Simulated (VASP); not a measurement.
## ZnS: single point with PBE

The system is ZnS.

```xyz
4
Lattice="3.8455 0.0000 0.0000 -1.9227 3.3303 0.0000 0.0000 0.0000 6.3053" Properties=species:S:1:pos:R:3 pbc="T T T"
Zn    0.0000    2.2202    0.0329
Zn    1.9227    1.1101    3.1856
S    -0.0900    2.0643    2.3946
S     1.9227    1.1101    5.5473
```

This cell differs from its parent crystal: atom 3 (S) moved +0.180 Å towards its neighbour atom 3 (S) at 3.845 Å.

```json
{"Program": "VASP 6.6.1", "Task": "single point", "Functional": "PBE", "Potentials or basis": "VASP PAW PBE potentials, release 64 (Zn, S)", "Cutoff": "520 eV", "k mesh": "12 × 12 × 4", "Occupations": "gaussian, width 0.05 eV", "Spin": "no spin polarisation"}
```

* Pressure: 0.7 GPa
* Largest force: 1.197 eV/Å
* Band gap on the k mesh: 2.05 eV

Forces on the atoms (eV/Å):
```
Zn  -0.032 -0.047  0.022
Zn  -0.747 -0.703  0.177
S    0.837  0.831 -0.207
S   -0.059 -0.080  0.008
```

Stress tensor (GPa, compression positive):
```
 2.51  1.32 -0.98
 1.32 -0.82 -0.83
-0.98 -0.83  0.33
```

Levels at points of the mesh, in eV from the valence-band top:
```tsv
k point	band 14	band 15	band 16	band 17	band 18	band 19	band 20	band 21	band 22	band 23
(0.00, 0.00, 0.00)	-1.04	-0.74	-0.13	-0.04	0.00	2.05	3.05	6.30	6.32	6.53
(0.50, 0.00, 0.00)	-4.23	-3.02	-2.14	-1.86	-0.86	3.71	4.35	5.51	6.82	7.04
(0.00, 0.50, 0.00)	-3.80	-3.30	-2.18	-1.41	-0.88	3.55	3.95	4.73	6.87	7.52
(0.50, 0.50, 0.00)	-4.05	-3.20	-2.12	-1.64	-0.84	3.65	4.11	5.08	6.85	7.36
(0.00, 0.00, 0.50)	-2.82	-0.71	-0.50	-0.47	-0.25	3.43	3.46	6.39	6.54	6.74
(0.50, 0.00, 0.50)	-4.79	-1.65	-1.58	-1.54	-1.40	3.29	3.56	5.15	5.42	8.71
(0.00, 0.50, 0.50)	-4.49	-1.75	-1.67	-1.56	-1.50	3.47	3.72	4.97	5.27	8.68
(0.50, 0.50, 0.50)	-4.75	-1.79	-1.61	-1.55	-1.32	3.47	3.50	5.13	5.21	8.71
```

It took 9.6 min on 1 thread of Intel Xeon 8259CL (shared host), peak memory 0.58 GiB.

Caveat: the cell differs from its parent crystal (atom 3 (S) moved +0.180 Å towards its neighbour atom 3 (S) at 3.845 Å); forces of over 1 eV/Å act on the atoms, so gaps and moduli don't describe the material at rest. A k mesh can miss the band edges.
